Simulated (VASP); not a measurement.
A run of VASP 6.6.1 is set up as follows.

Contents of INCAR:

```
SYSTEM = PbSe
ALGO     = Normal         ! electronic algorithm
EDIFF    = 1E-7           ! SCF threshold, eV
ENCUT    = 520            ! plane-wave cutoff, eV
GGA      = PE             ! functional
ISIF     = 2              ! what is computed and relaxed
ISMEAR   = 0              ! smearing method
LASPH    = .True.         ! aspherical terms in the spheres
LCHARG   = .True.         ! write CHGCAR
LELF     = .True.         ! ELF
LREAL    = .False.        ! projectors in reciprocal space
LVHAR    = .True.       
LWAVE    = .False.        ! write WAVECAR
NBANDS   = 17             ! bands
NELM     = 60             ! most SCF steps
PREC     = Accurate       ! precision mode
SIGMA    = 0.02           ! smearing width, eV
```

Contents of KPOINTS:

```
k-points
0
Gamma
  10 10 10
  0 0 0
```

File POSCAR:

```
PbSe
1.0
    0.0000000000      3.1748926811      3.1748926811
    3.1748926811      0.0000000000      3.1748926811
    3.1748926811      3.1748926811      0.0000000000
Pb Se
1 1
Direct
    0.0000000000      0.0000000000      0.0000000000
    0.5000000000      0.5000000000      0.5000000000
```

Potentials or basis: VASP PAW PBE potentials, release 64 (Pb_d, Se).

Launch:

```sh
$ cat potpaw_PBE.64/Pb_d/POTCAR potpaw_PBE.64/Se/POTCAR > POTCAR
$ mpirun -np 1 vasp_std > vasp.out
```

**Question.** What does it give for the band gap on the k mesh?

**Answer.** 0.60 eV, direct.

**Question.** What does it give for the pressure?

**Answer.** -2.6 GPa.

Caveat: the cell differs from its parent crystal (Sn replaced by Pb, lengths x 1.016, strained); spin-orbit coupling is left out, which moves the levels of the heavy elements. A k mesh can miss the band edges.
